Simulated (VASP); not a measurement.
# La2O3 (P-3m1) in VASP: notebook

La2O3 is run at these levels: LDA+U; tasks: relaxation of cell and atoms.

All numbers are computed with VASP 6.6.1; they aren't measurements. Logs are shortened: lines on timing, memory, paths and dates and some standing lists are left out, and cuts for length are marked.

### Step 1. The cell of the first run

Symmetry: P-3m1, No. 164, trigonal system. Conventional cell: a = 3.931 Å, b = 3.931 Å, c = 6.112 Å, α = 90.00°, β = 90.00°, γ = 120.00°. La (site symmetry 3m) has 7 O at 2.36 to 2.72 Å within 3.1 Å. O (site symmetry -3m) has 6 La at 2.72 Å and 6 O at 3.14 Å within 3.6 Å. Within 3.2 Å of O (site symmetry 3m) lie 4 La at 2.36 to 2.44 Å and 6 O at 2.89 to 3.14 Å.

### Step 2. Relaxation of cell and atoms, LDA+U

INCAR

```
SYSTEM = La2O3
  PREC = Accurate
  ENCUT = 600
  EDIFF = 1E-6
  ISMEAR = -1
  SIGMA = 0.05
  LREAL = .FALSE.
  LASPH = .TRUE.
  NELM = 150
  ALGO = Normal
  ISIF = 3
  LWAVE = .FALSE.
  LCHARG = .FALSE.
  LMAXMIX = 6
  LDAU = .TRUE.
  LDAUTYPE = 2
  LDAUL = 3 -1
  LDAUU = 2 0
  LDAUJ = 0 0
  LDAUPRINT = 1
  IBRION = 2
  NSW = 60
  EDIFFG = -0.01
```

KPOINTS

```
Automatic mesh
0
G
  8 8 5
  0 0 0
```

POSCAR

```
La2O3
1.0
    3.9307778780      0.0000000000      0.0000000000
   -1.9653889390      3.4041534990      0.0000000000
    0.0000000000      0.0000000000      6.1119535200
La O
2 3
Direct
    0.3333333333      0.6666666667      0.2462356800
    0.6666666667      0.3333333333      0.7537643200
    0.0000000000      0.0000000000      0.0000000000
    0.3333333333      0.6666666667      0.6458906500
    0.6666666667      0.3333333333      0.3541093500
```

Potentials or basis: VASP PAW LDA potentials, release 64 (La, O).

The run is started by

```console
$ cat potpaw_LDA.64/La/POTCAR potpaw_LDA.64/O/POTCAR > POTCAR
$ mpirun -np 1 vasp_std > vasp.out
```

OUTCAR:

```text
SYSTEM = La2O3
   PREC = Accurate
   ENCUT = 600
   EDIFF = 1E-6
   ISMEAR = -1
   LREAL = .FALSE.
   LASPH = .TRUE.
   NELM = 150
   ISIF = 3
   IBRION = 2
   NSW = 60
   EDIFFG = -0.01

 ion  position               nearest neighbor table
   1  0.333  0.667  0.246-   5 2.36   5 2.36   5 2.36   4 2.44   3 2.72   3 2.72   3 2.72
   2  0.667  0.333  0.754-   4 2.36   4 2.36   4 2.36   5 2.44   3 2.72   3 2.72   3 2.72
   3  0.000  0.000  0.000-   1 2.72   2 2.72   2 2.72   1 2.72   2 2.72   1 2.72
   4  0.333  0.667  0.646-   2 2.36   2 2.36   2 2.36   1 2.44
   5  0.667  0.333  0.354-   1 2.36   1 2.36   1 2.36   2 2.44

  LATTYP: Found a hexagonal cell.
 ALAT       =     3.9307778780
 C/A-ratio  =     1.5548966921

  Lattice vectors:

 A1 = (   3.9307778780,   0.0000000000,   0.0000000000)
 A2 = (  -1.9653889390,   3.4041534990,   0.0000000000)
 A3 = (   0.0000000000,   0.0000000000,   6.1119535200)

Analysis of symmetry for initial positions (statically):
=====================================================================
 Subroutine PRICEL returns:
 Original cell was already a primitive cell.

 Routine SETGRP: Setting up the symmetry group for a
 hexagonal supercell.

 Subroutine GETGRP returns: Found 12 space group operations
 (whereof 12 operations were pure point group operations)
 out of a pool of 24 trial point group operations.

The static configuration has the point symmetry D_3d.

Analysis of symmetry for dynamics (positions and initial velocities):
=====================================================================
 Subroutine PRICEL returns:
 Original cell was already a primitive cell.

 Routine SETGRP: Setting up the symmetry group for a
 hexagonal supercell.

 Subroutine GETGRP returns: Found 12 space group operations
 (whereof 12 operations were pure point group operations)
 out of a pool of 24 trial point group operations.

The dynamic configuration has the point symmetry D_3d.

 Subroutine INISYM returns: Found 12 space group operations
 (whereof 12 operations are pure point group operations),
 and found     1 'primitive' translations

----------------------------------------------------------------------------------------

                                     Primitive cell

  volume of cell :      81.7839

  direct lattice vectors                    reciprocal lattice vectors
     3.930777878  0.000000000  0.000000000     0.254402571  0.146879393  0.000000000
    -1.965388939  3.404153499  0.000000000     0.000000000  0.293758786  0.000000000
     0.000000000  0.000000000  6.111953520     0.000000000  0.000000000  0.163613810

  length of vectors
     3.930777878  3.930777878  6.111953520     0.293758786  0.293758786  0.163613810

[... 341 lines left out ...]
 -0.0000  0.0150  0.0000 -0.0000 -0.0002 -0.0000 -0.0000
  0.0000  0.0000  0.0123  0.0000 -0.0000 -0.0002  0.0000
  0.0126 -0.0000  0.0000  0.0223 -0.0000  0.0000  0.0000
  0.0000 -0.0002 -0.0000 -0.0000  0.0123 -0.0000  0.0000
  0.0000 -0.0000 -0.0002  0.0000 -0.0000  0.0150 -0.0000
  0.0000 -0.0000  0.0000  0.0000  0.0000 -0.0000  0.0127

spin component  2

  0.0260 -0.0000  0.0000  0.0126  0.0000  0.0000  0.0000
 -0.0000  0.0150  0.0000 -0.0000 -0.0002 -0.0000 -0.0000
  0.0000  0.0000  0.0123  0.0000 -0.0000 -0.0002  0.0000
  0.0126 -0.0000  0.0000  0.0223 -0.0000  0.0000  0.0000
  0.0000 -0.0002 -0.0000 -0.0000  0.0123 -0.0000  0.0000
  0.0000 -0.0000 -0.0002  0.0000 -0.0000  0.0150 -0.0000
  0.0000 -0.0000  0.0000  0.0000  0.0000 -0.0000  0.0127

 occupancies and eigenvectors

  o =  0.0114  v =  0.6548 -0.0000 -0.0000 -0.7558 -0.0000  0.0000  0.0000  0.0000  0.0000  0.0000  0.0000  0.0000  0.0000  0.0000      0.0000  0.0000  0.0000  0.0000  0.0000  0.0000  0.0000  0.0000  0.0000  0.0000  0.0000  0.0000  0.0000  0.0000
  o =  0.0114  v =  0.0000  0.0000  0.0000  0.0000  0.0000  0.0000  0.0000  0.6548 -0.0000 -0.0000 -0.7558 -0.0000  0.0000  0.0000      0.0000  0.0000  0.0000  0.0000  0.0000  0.0000  0.0000  0.0000  0.0000  0.0000  0.0000  0.0000  0.0000  0.0000
  o =  0.0123  v = -0.0000 -0.0686 -0.0000  0.0000 -0.9976 -0.0000  0.0000  0.0000  0.0000  0.0000  0.0000  0.0000  0.0000  0.0000      0.0000  0.0000  0.0000  0.0000  0.0000  0.0000  0.0000  0.0000  0.0000  0.0000  0.0000  0.0000  0.0000  0.0000
  o =  0.0123  v =  0.0000  0.0000  0.0000  0.0000  0.0000  0.0000  0.0000 -0.0000 -0.0686 -0.0000  0.0000 -0.9976 -0.0000  0.0000      0.0000  0.0000  0.0000  0.0000  0.0000  0.0000  0.0000  0.0000  0.0000  0.0000  0.0000  0.0000  0.0000  0.0000
  o =  0.0123  v =  0.0000  0.0000  0.0000  0.0000  0.0000  0.0000  0.0000  0.0000 -0.0000  0.9976 -0.0000 -0.0000  0.0686 -0.0000      0.0000  0.0000  0.0000  0.0000  0.0000  0.0000  0.0000  0.0000  0.0000  0.0000  0.0000  0.0000  0.0000  0.0000
  o =  0.0123  v =  0.0000 -0.0000  0.9976 -0.0000 -0.0000  0.0686 -0.0000  0.0000  0.0000  0.0000  0.0000  0.0000  0.0000  0.0000      0.0000  0.0000  0.0000  0.0000  0.0000  0.0000  0.0000  0.0000  0.0000  0.0000  0.0000  0.0000  0.0000  0.0000
  o =  0.0127  v = -0.0000  0.0000  0.0000  0.0000  0.0000  0.0000  1.0000  0.0000  0.0000  0.0000  0.0000  0.0000  0.0000  0.0000      0.0000  0.0000  0.0000  0.0000  0.0000  0.0000  0.0000  0.0000  0.0000  0.0000  0.0000  0.0000  0.0000  0.0000
  o =  0.0127  v =  0.0000  0.0000  0.0000  0.0000  0.0000  0.0000  0.0000 -0.0000  0.0000  0.0000  0.0000  0.0000  0.0000  1.0000      0.0000  0.0000  0.0000  0.0000  0.0000  0.0000  0.0000  0.0000  0.0000  0.0000  0.0000  0.0000  0.0000  0.0000
  o =  0.0150  v =  0.0000  0.0000  0.0000  0.0000  0.0000  0.0000  0.0000 -0.0000  0.9976 -0.0004  0.0000 -0.0686  0.0064 -0.0000      0.0000  0.0000  0.0000  0.0000  0.0000  0.0000  0.0000  0.0000  0.0000  0.0000  0.0000  0.0000  0.0000  0.0000
  o =  0.0150  v = -0.0000  0.9976 -0.0004  0.0000 -0.0686  0.0064 -0.0000  0.0000  0.0000  0.0000  0.0000  0.0000  0.0000  0.0000      0.0000  0.0000  0.0000  0.0000  0.0000  0.0000  0.0000  0.0000  0.0000  0.0000  0.0000  0.0000  0.0000  0.0000
  o =  0.0150  v =  0.0000  0.0064  0.0686 -0.0000 -0.0004 -0.9976 -0.0000  0.0000  0.0000  0.0000  0.0000  0.0000  0.0000  0.0000      0.0000  0.0000  0.0000  0.0000  0.0000  0.0000  0.0000  0.0000  0.0000  0.0000  0.0000  0.0000  0.0000  0.0000
  o =  0.0150  v =  0.0000  0.0000  0.0000  0.0000  0.0000  0.0000  0.0000  0.0000  0.0064  0.0686 -0.0000 -0.0004 -0.9976 -0.0000      0.0000  0.0000  0.0000  0.0000  0.0000  0.0000  0.0000  0.0000  0.0000  0.0000  0.0000  0.0000  0.0000  0.0000
  o =  0.0369  v = -0.7558 -0.0000 -0.0000 -0.6548  0.0000 -0.0000 -0.0000  0.0000  0.0000  0.0000  0.0000  0.0000  0.0000  0.0000      0.0000  0.0000  0.0000  0.0000  0.0000  0.0000  0.0000  0.0000  0.0000  0.0000  0.0000  0.0000  0.0000  0.0000
  o =  0.0369  v =  0.0000  0.0000  0.0000  0.0000  0.0000  0.0000  0.0000 -0.7558 -0.0000 -0.0000 -0.6548  0.0000 -0.0000 -0.0000      0.0000  0.0000  0.0000  0.0000  0.0000  0.0000  0.0000  0.0000  0.0000  0.0000  0.0000  0.0000  0.0000  0.0000

atom =   2  type =  1  l = 3

 onsite density matrix

spin component  1

  0.0260 -0.0000  0.0000  0.0126 -0.0000  0.0000  0.0000
 -0.0000  0.0150  0.0000  0.0000 -0.0002 -0.0000 -0.0000
  0.0000  0.0000  0.0123  0.0000 -0.0000 -0.0002  0.0000
  0.0126  0.0000  0.0000  0.0223 -0.0000  0.0000  0.0000
 -0.0000 -0.0002 -0.0000 -0.0000  0.0123 -0.0000  0.0000
  0.0000 -0.0000 -0.0002  0.0000 -0.0000  0.0150 -0.0000
  0.0000 -0.0000  0.0000  0.0000  0.0000 -0.0000  0.0127

spin component  2

  0.0260 -0.0000  0.0000  0.0126 -0.0000  0.0000  0.0000
 -0.0000  0.0150  0.0000  0.0000 -0.0002 -0.0000 -0.0000
  0.0000  0.0000  0.0123  0.0000 -0.0000 -0.0002  0.0000
  0.0126  0.0000  0.0000  0.0223 -0.0000  0.0000  0.0000
 -0.0000 -0.0002 -0.0000 -0.0000  0.0123 -0.0000  0.0000
  0.0000 -0.0000 -0.0002  0.0000 -0.0000  0.0150 -0.0000
  0.0000 -0.0000  0.0000  0.0000  0.0000 -0.0000  0.0127

 occupancies and eigenvectors

  o =  0.0114  v =  0.6548  0.0000 -0.0000 -0.7558  0.0000  0.0000  0.0000  0.0000  0.0000  0.0000  0.0000  0.0000  0.0000  0.0000      0.0000  0.0000  0.0000  0.0000  0.0000  0.0000  0.0000  0.0000  0.0000  0.0000  0.0000  0.0000  0.0000  0.0000
  o =  0.0114  v =  0.0000  0.0000  0.0000  0.0000  0.0000  0.0000  0.0000  0.6548  0.0000 -0.0000 -0.7558  0.0000  0.0000  0.0000      0.0000  0.0000  0.0000  0.0000  0.0000  0.0000  0.0000  0.0000  0.0000  0.0000  0.0000  0.0000  0.0000  0.0000
  o =  0.0123  v =  0.0000  0.0686  0.0000 -0.0000  0.9976  0.0000 -0.0000  0.0000  0.0000  0.0000  0.0000  0.0000  0.0000  0.0000      0.0000  0.0000  0.0000  0.0000  0.0000  0.0000  0.0000  0.0000  0.0000  0.0000  0.0000  0.0000  0.0000  0.0000
  o =  0.0123  v =  0.0000  0.0000  0.0000  0.0000  0.0000  0.0000  0.0000  0.0000  0.0686  0.0000 -0.0000  0.9976  0.0000 -0.0000      0.0000  0.0000  0.0000  0.0000  0.0000  0.0000  0.0000  0.0000  0.0000  0.0000  0.0000  0.0000  0.0000  0.0000
  o =  0.0123  v =  0.0000  0.0000  0.0000  0.0000  0.0000  0.0000  0.0000  0.0000 -0.0000  0.9976 -0.0000 -0.0000  0.0686 -0.0000      0.0000  0.0000  0.0000  0.0000  0.0000  0.0000  0.0000  0.0000  0.0000  0.0000  0.0000  0.0000  0.0000  0.0000
  o =  0.0123  v =  0.0000 -0.0000  0.9976 -0.0000 -0.0000  0.0686 -0.0000  0.0000  0.0000  0.0000  0.0000  0.0000  0.0000  0.0000      0.0000  0.0000  0.0000  0.0000  0.0000  0.0000  0.0000  0.0000  0.0000  0.0000  0.0000  0.0000  0.0000  0.0000
  o =  0.0127  v = -0.0000  0.0000  0.0000  0.0000  0.0000  0.0000  1.0000  0.0000  0.0000  0.0000  0.0000  0.0000  0.0000  0.0000      0.0000  0.0000  0.0000  0.0000  0.0000  0.0000  0.0000  0.0000  0.0000  0.0000  0.0000  0.0000  0.0000  0.0000
  o =  0.0127  v =  0.0000  0.0000  0.0000  0.0000  0.0000  0.0000  0.0000 -0.0000  0.0000  0.0000  0.0000  0.0000  0.0000  1.0000      0.0000  0.0000  0.0000  0.0000  0.0000  0.0000  0.0000  0.0000  0.0000  0.0000  0.0000  0.0000  0.0000  0.0000
  o =  0.0150  v =  0.0000  0.0000  0.0000  0.0000  0.0000  0.0000  0.0000  0.0000 -0.9976  0.0005 -0.0000  0.0686 -0.0067  0.0000      0.0000  0.0000  0.0000  0.0000  0.0000  0.0000  0.0000  0.0000  0.0000  0.0000  0.0000  0.0000  0.0000  0.0000
  o =  0.0150  v =  0.0000 -0.9976  0.0005 -0.0000  0.0686 -0.0067  0.0000  0.0000  0.0000  0.0000  0.0000  0.0000  0.0000  0.0000      0.0000  0.0000  0.0000  0.0000  0.0000  0.0000  0.0000  0.0000  0.0000  0.0000  0.0000  0.0000  0.0000  0.0000
  o =  0.0150  v =  0.0000  0.0067  0.0686 -0.0000 -0.0005 -0.9976 -0.0000  0.0000  0.0000  0.0000  0.0000  0.0000  0.0000  0.0000      0.0000  0.0000  0.0000  0.0000  0.0000  0.0000  0.0000  0.0000  0.0000  0.0000  0.0000  0.0000  0.0000  0.0000
  o =  0.0150  v =  0.0000  0.0000  0.0000  0.0000  0.0000  0.0000  0.0000  0.0000  0.0067  0.0686 -0.0000 -0.0005 -0.9976 -0.0000      0.0000  0.0000  0.0000  0.0000  0.0000  0.0000  0.0000  0.0000  0.0000  0.0000  0.0000  0.0000  0.0000  0.0000
  o =  0.0369  v = -0.7558 -0.0000 -0.0000 -0.6548  0.0000 -0.0000 -0.0000  0.0000  0.0000  0.0000  0.0000  0.0000  0.0000  0.0000      0.0000  0.0000  0.0000  0.0000  0.0000  0.0000  0.0000  0.0000  0.0000  0.0000  0.0000  0.0000  0.0000  0.0000
  o =  0.0369  v =  0.0000  0.0000  0.0000  0.0000  0.0000  0.0000  0.0000 -0.7558 -0.0000 -0.0000 -0.6548  0.0000 -0.0000 -0.0000      0.0000  0.0000  0.0000  0.0000  0.0000  0.0000  0.0000  0.0000  0.0000  0.0000  0.0000  0.0000  0.0000  0.0000

--------------------------------------- Ionic step       10  -------------------------------------------

 number of electron      40.0000002 magnetization

 Free energy of the ion-electron system (eV)
  ---------------------------------------------------
  ext. energy  EPLUGINS =         0.00000000
  ---------------------------------------------------
  free energy    TOTEN  =       -45.41214130 eV

  energy without entropy =      -45.41214130  energy(sigma->0) =      -45.41214130

 E-fermi :   7.2769     XC(G=0): -11.1315

 val. band max:        6.1232592828   @ k =   0.2500   0.2500   0.4000
 cond. band min:       9.9353068333   @ k =   0.3750   0.2500   0.0000
 fundamental gap:      3.8120475505
 Fermi energy:         7.2768648717

 k-point     1 :       0.0000    0.0000    0.0000
  band No.  band energies     occupation
      1     -23.5607      2.00000
      2     -23.2512      2.00000
      3     -10.7778      2.00000
      4      -9.2990      2.00000
      5      -8.9049      2.00000
      6      -7.0423      2.00000
[... 637 lines left out ...]
     23      11.4707      0.00000
     24      11.9152      0.00000

 [... further k-points ...]

------------------------ aborting loop because EDIFF is reached ----------------------------------------

  FORCE on cell =-STRESS in cart. coord.  units (eV):
  Direction    XX          YY          ZZ          XY          YZ          ZX
  --------------------------------------------------------------------------------------
  -------------------------------------------------------------------------------------
  Total       -0.0274881     -0.0274881     -0.0102972      0.0000000      0.0000000      0.0000000
  in kB       -0.5601401     -0.5601401     -0.2098326      0.0000000      0.0000000      0.0000000
  external PRESSURE =      -0.4433709 kB  Pullay stress =       0.0000000 kB
[... 20 lines left out ...]
  FREE ENERGIE OF THE ION-ELECTRON SYSTEM (eV)
  ---------------------------------------------------
  free  energy   TOTEN  =       -45.4121412973 eV

  energy  without entropy=      -45.4121412972  energy(sigma->0) =      -45.41214130

 reached required accuracy - stopping structural energy minimisation
```

Wall time 5.7 min (1 thread of AMD EPYC 9R45 (Zen 5), shared host); peak memory 0.22 GiB.

Results:

| Property | Result |
| --- | --- |
| Free energy | -45.4121 eV |
| Relaxed volume | 15.72 Å³/atom |
| Relaxed cell | a = 3.898 Å, b = 3.898 Å, c = 5.976 Å, α = 90.00°, β = 90.00°, γ = 120.00° |
| Space group after relaxing (to 0.1 Å) | P-3m1 (No. 164) |
| Energy gained by relaxing | 9.6 meV/atom |
| Ionic steps | 10 |
| Pressure after relaxing | 0.0 GPa |
| Largest force after relaxing | 0.006 eV/Å |
| Band gap on the k mesh | 3.81 eV (least direct gap 3.94 eV) |

Forces in eV/Å, atoms in the order of the input:
```
La   0.000  0.000  0.000
La   0.000  0.000  0.000
O    0.000  0.000  0.000
O    0.000  0.000  0.006
O    0.000  0.000 -0.006
```

The path:
| step | energy change (eV) | largest force (eV/Å) | pressure (GPa) | volume (Å³) |
| --- | --- | --- | --- | --- |
| 1 | 0.0000 | 0.0934 | -4.86 | 81.78 |
| 2 | 0.0173 | 0.6270 | 6.40 | 76.06 |
| 3 | -0.0425 | 0.2188 | -0.09 | 79.09 |
| 4 | -0.0465 | 0.0340 | -0.07 | 78.84 |
| 5 | -0.0468 | 0.0393 | -0.03 | 78.74 |
| 6 | -0.0475 | 0.0400 | 0.04 | 78.67 |
| 7 | -0.0476 | 0.0437 | 0.12 | 78.60 |
| 8 | -0.0478 | 0.0282 | -0.18 | 78.71 |
| 9 | -0.0478 | 0.0282 | -0.18 | 78.70 |
| 10 | -0.0480 | 0.0059 | -0.04 | 78.62 |

Final structure:
```
La O
1.0
     3.89785    0.00000    0.00000
    -1.94893    3.37564    0.00000
     0.00000    0.00000    5.97554
La O
2 3
Direct
  0.33333 0.66667 0.24415
  0.66667 0.33333 0.75585
  0.00000 0.00000 0.00000
  0.33333 0.66667 0.64641
  0.66667 0.33333 0.35359
```

Levels at points of the mesh, in eV from the valence-band top:
```
           k point  band 16  band 17  band 18  band 19  band 20  band 21  band 22  band 23  band 24
(0.00, 0.00, 0.00)    -2.13    -1.78    -0.42    -0.42    -0.13     4.49     4.59     4.59     5.38
(0.50, 0.00, 0.00)    -0.78    -0.73    -0.64    -0.41    -0.28     3.86     5.13     5.54     5.90
```

Eigenvalues of the final occupation matrices:
```
    site  spin  trace                         eigenvalues
site 1 f     1   0.12  0.01 0.01 0.01 0.01 0.02 0.02 0.04
site 1 f     2   0.12  0.01 0.01 0.01 0.01 0.02 0.02 0.04
site 2 f     1   0.12  0.01 0.01 0.01 0.01 0.02 0.02 0.04
site 2 f     2   0.12  0.01 0.01 0.01 0.01 0.02 0.02 0.04
```

Caveat: spin-orbit coupling is left out, which moves the levels of the heavy elements; an odd mesh through Γ misses points on the zone boundary, where band edges can lie.

### Step 3. Relaxation of cell and atoms, LDA+U

INCAR

```
SYSTEM = La2O3
PREC = Accurate
ENCUT = 600
EDIFF = 1E-6
ISMEAR = -1
SIGMA = 0.05
LREAL = .FALSE.
LASPH = .TRUE.
NELM = 150
ALGO = Normal
ISIF = 3
LWAVE = .FALSE.
LCHARG = .FALSE.
LMAXMIX = 6
LDAU = .TRUE.
LDAUTYPE = 2
LDAUL = 3 -1
LDAUU = 3 0
LDAUJ = 0 0
LDAUPRINT = 1
IBRION = 2
NSW = 60
EDIFFG = -0.01
```

KPOINTS

```
regular mesh
0
G
  8 8 5
  0 0 0
```

POSCAR is that of step 2.

Potentials or basis: VASP PAW LDA potentials, release 64 (La, O).

The run is started by

```console
$ cat potpaw_LDA.64/La/POTCAR potpaw_LDA.64/O/POTCAR > POTCAR
$ mpirun -np 1 vasp_std > vasp.out
```

Run time: 5.7 min. Hardware: 1 thread of AMD EPYC 9R45 (Zen 5), shared host; peak memory 0.22 GiB.

It converged, with:

```
Free energy                           : -45.1962 eV
Relaxed volume                        : 15.82 Å³/atom
Relaxed cell                          : a = 3.905 Å, b = 3.905 Å, c = 5.990 Å, α = 90.00°, β = 90.00°, γ = 120.00°
Space group after relaxing (to 0.1 Å) : P-3m1 (No. 164)
Energy gained by relaxing             : 6.9 meV/atom
Ionic steps                           : 10
Pressure after relaxing               : 0.0 GPa
Largest force after relaxing          : 0.003 eV/Å
Band gap on the k mesh                : 3.81 eV (least direct gap 3.94 eV)
```

Forces on the atoms (eV/Å):
```
La   0.000  0.000  0.000
La   0.000  0.000  0.000
O    0.000  0.000  0.000
O    0.000  0.000  0.003
O    0.000  0.000 -0.003
```

Step by step:
```tsv
step	energy change (eV)	largest force (eV/Å)	pressure (GPa)	volume (Å³)
1	0.0000	0.0588	-4.07	81.78
2	0.0113	0.5206	5.24	76.96
3	-0.0298	0.1957	-0.04	79.52
4	-0.0331	0.0306	-0.05	79.30
5	-0.0334	0.0362	-0.02	79.21
6	-0.0339	0.0376	0.04	79.15
7	-0.0341	0.0393	0.08	79.10
8	-0.0342	0.0252	-0.16	79.18
9	-0.0342	0.0258	-0.15	79.19
10	-0.0344	0.0032	-0.02	79.10
```

Final structure:
```xyz
5
Lattice="3.9047 0.0000 0.0000 -1.9524 3.3816 0.0000 0.0000 0.0000 5.9903" Properties=species:S:1:pos:R:3 pbc="T T T"
La    0.0000    2.2544    1.4633
La    1.9524    1.1272    4.5270
O     1.9524    3.3816    0.0000
O     0.0000    2.2544    3.8719
O     1.9524    1.1272    2.1184
```

Levels at points of the mesh, in eV from the valence-band top:
```csv
k point,band 16,band 17,band 18,band 19,band 20,band 21,band 22,band 23,band 24
"(0.00, 0.00, 0.00)",-2.13,-1.76,-0.40,-0.40,-0.11,4.55,4.60,4.60,5.35
"(0.50, 0.00, 0.00)",-0.79,-0.72,-0.63,-0.41,-0.27,3.88,5.30,5.58,6.06
```

Eigenvalues of the final occupation matrices:
```tsv
site	spin	trace	eigenvalues
site 1 f	1	0.10	0.01 0.01 0.01 0.01 0.01 0.01 0.03
site 1 f	2	0.10	0.01 0.01 0.01 0.01 0.01 0.01 0.03
site 2 f	1	0.10	0.01 0.01 0.01 0.01 0.01 0.01 0.03
site 2 f	2	0.10	0.01 0.01 0.01 0.01 0.01 0.01 0.03
```

Caveat: spin-orbit coupling is left out, which moves the levels of the heavy elements; an odd mesh through Γ misses points on the zone boundary, where band edges can lie.
